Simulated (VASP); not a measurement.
# CuI (F-43m) in VASP: notebook, part 2 of 2

VASP 6.6.1. The steps go on from the part before.

## (4) Single point, PBEsol

This run uses another cell than the first one, of 25.26 Å³/atom.

File INCAR:

```
SYSTEM = CuI
PREC = Accurate
ENCUT = 520
EDIFF = 1E-6
ISMEAR = 0
SIGMA = 0.01
LREAL = .False.
LASPH = .True.
NELM = 60
ALGO = Normal
ISIF = 2
LWAVE = .False.
LCHARG = .True.
GGA = PS
LELF = .True.
LVHAR = .True.
NBANDS = 16
```

File KPOINTS:

```
regular mesh
0
Gamma
  6 6 6
  0 0 0
```

File POSCAR:

```
CuI
1.0
    2.9340139393      2.9340139393      0.0000000000
   -2.9340139393      2.9340139393      0.0000000000
    0.0000000000      2.9340139393      2.9340139393
Cu I
1 1
Direct
    0.7500000000      0.2500000000      0.5000000000
    0.0000000000      0.0000000000      0.0000000000
```

Potentials or basis: VASP PAW PBE potentials, release 64 (Cu, I).

Run with:

```
> cat potpaw_PBE.64/Cu/POTCAR potpaw_PBE.64/I/POTCAR > POTCAR
> mpirun -np 1 vasp_std > vasp.out
```

OUTCAR:

```text
SYSTEM = CuI
   PREC = Accurate
   ENCUT = 520
   EDIFF = 1E-6
   ISMEAR = 0
   LREAL = .False.
   LASPH = .True.
   NELM = 60
   ISIF = 2
   GGA = PS

 ion  position               nearest neighbor table
   1  0.750  0.250  0.500-   2 2.54   2 2.54   2 2.54   2 2.54
   2  0.000  0.000  0.000-   1 2.54   1 2.54   1 2.54   1 2.54

  LATTYP: Found a face centered cubic cell.
 ALAT       =     5.8680278786

  Lattice vectors:

 A1 = (   0.0000000000,   2.9340139393,   2.9340139393)
 A2 = (   2.9340139393,   0.0000000000,   2.9340139393)
 A3 = (   2.9340139393,   2.9340139393,   0.0000000000)

Analysis of symmetry for initial positions (statically):
=====================================================================
 Subroutine PRICEL returns:
 Original cell was already a primitive cell.

 Routine SETGRP: Setting up the symmetry group for a
 face centered cubic supercell.

 Subroutine GETGRP returns: Found 24 space group operations
 (whereof 24 operations were pure point group operations)
 out of a pool of 48 trial point group operations.

The static configuration has the point symmetry T_d .

[... 148 lines left out ...]

  energy without entropy =       -6.30455876  energy(sigma->0) =       -6.30455876

 E-fermi :   5.4447     XC(G=0):  -9.5971

 val. band max:        5.4001536452   @ k =   0.0000   0.0000   0.0000
 cond. band min:       6.7039551240   @ k =   0.0000   0.0000   0.0000
 fundamental gap:      1.3038014787
 Fermi energy:         5.4447236883

 k-point     1 :       0.0000    0.0000    0.0000
  band No.  band energies     occupation
      1      -9.1818      2.00000
      2       1.2758      2.00000
      3       1.2758      2.00000
      4       1.2758      2.00000
      5       3.0795      2.00000
      6       3.0795      2.00000
[... 281 lines left out ...]
      3       0.6070      2.00000
      4       1.1470      2.00000
      5       2.9960      2.00000
      6       3.0274      2.00000
[... 8 lines left out ...]
     15      17.3406      0.00000
     16      17.8002      0.00000

------------------------ aborting loop because EDIFF is reached ----------------------------------------

  FORCE on cell =-STRESS in cart. coord.  units (eV):
  Direction    XX          YY          ZZ          XY          YZ          ZX
  --------------------------------------------------------------------------------------
  -------------------------------------------------------------------------------------
  Total        0.7690493      0.7690493      0.7690493      0.0000000      0.0000000      0.0000000
  in kB       24.3920465     24.3920465     24.3920465      0.0000000      0.0000000      0.0000000
  external PRESSURE =      24.3920465 kB  Pullay stress =       0.0000000 kB

 VOLUME and BASIS-vectors are now :
 -----------------------------------------------------------------------------
  energy-cutoff  :      520.00
  volume of cell :       50.51
      direct lattice vectors                 reciprocal lattice vectors
     2.934013939  2.934013939  0.000000000     0.170415005  0.170415005 -0.170415005
    -2.934013939  2.934013939  0.000000000    -0.170415005  0.170415005 -0.170415005
     0.000000000  2.934013939  2.934013939     0.000000000  0.000000000  0.340830010

 POSITION                                       TOTAL-FORCE (eV/Angst)
 -----------------------------------------------------------------------------------
      1.46701      4.40102      1.46701        -0.000000      0.000000      0.000000
      0.00000      0.00000      0.00000         0.000000     -0.000000      0.000000
 -----------------------------------------------------------------------------------
    total drift:                                0.000000     -0.000000     -0.000000

  FREE ENERGIE OF THE ION-ELECTRON SYSTEM (eV)
  ---------------------------------------------------
  free  energy   TOTEN  =        -6.3045587590 eV

  energy  without entropy=       -6.3045587590  energy(sigma->0) =       -6.30455876
```

stdout:

```text
POSCAR found type information on POSCAR CuI
 POSCAR found :  2 types and       2 ions
 scaLAPACK will be used
 -----------------------------------------------------------------------------
|                                                                             |
|                                                                             |
|     You enforced a specific xc type in the INCAR file but a different       |
|     I HOPE YOU KNOW WHAT YOU ARE DOING!                                     |
|                                                                             |
 -----------------------------------------------------------------------------

 LDA part: xc-table for (Slater+PW92), standard interpolation
 POSCAR, INCAR and KPOINTS ok, starting setup
 FFT: planning ... GRIDC
 FFT: planning ... GRID_SOFT
 FFT: planning ... GRID
 WAVECAR not read
 entering main loop
```

It took 20 s on 1 thread of Intel Xeon 8259CL, shared host; peak memory 0.18 GiB.

What came out:

```
Free energy            : -6.3046 eV
Pressure               : 2.4 GPa
Band gap on the k mesh : 1.30 eV
```

Levels at points of the mesh, in eV from the valence-band top:
```tsv
k point	band 7	band 8	band 9	band 10	band 11	band 12
(0.00, 0.00, 0.00)	0.00	0.00	0.00	1.30	4.71	4.71
(0.50, 0.00, 0.00)	-2.24	-0.89	-0.89	2.16	5.28	5.28
(0.50, 0.50, 0.00)	-2.22	-1.89	-1.89	2.40	2.77	9.79
```

Caveat: the PAW data sets were made with another functional, which shifts forces and pressure a little; spin-orbit coupling is left out, which moves the levels of the heavy elements.

## (5) The runs side by side

```tsv
cell	gap on the mesh (eV)	pressure (GPa)
a = 3.946 Å, angles 60.0, 60.0, 90.0°, 2 atoms	1.81	15.5
a = 4.053 Å, angles 60.0, 60.0, 90.0°, 2 atoms	1.53	7.4
a = 4.149 Å, angles 60.0, 60.0, 90.0°, 2 atoms	1.30	2.4
```

Alike in all rows: task single point; level PBEsol; potentials or basis VASP PAW PBE potentials, release 64 (Cu, I); no spin polarisation; k mesh 6 × 6 × 6; cutoff (eV) 520; smearing gaussian 0.01 eV.

Caveats: the PAW data sets were made with another functional, which shifts forces and pressure a little; spin-orbit coupling is left out, which moves the levels of the heavy elements; the cell stands under pressure (at least some runs).

Absolute energies hang on the potentials; compare differences alone.
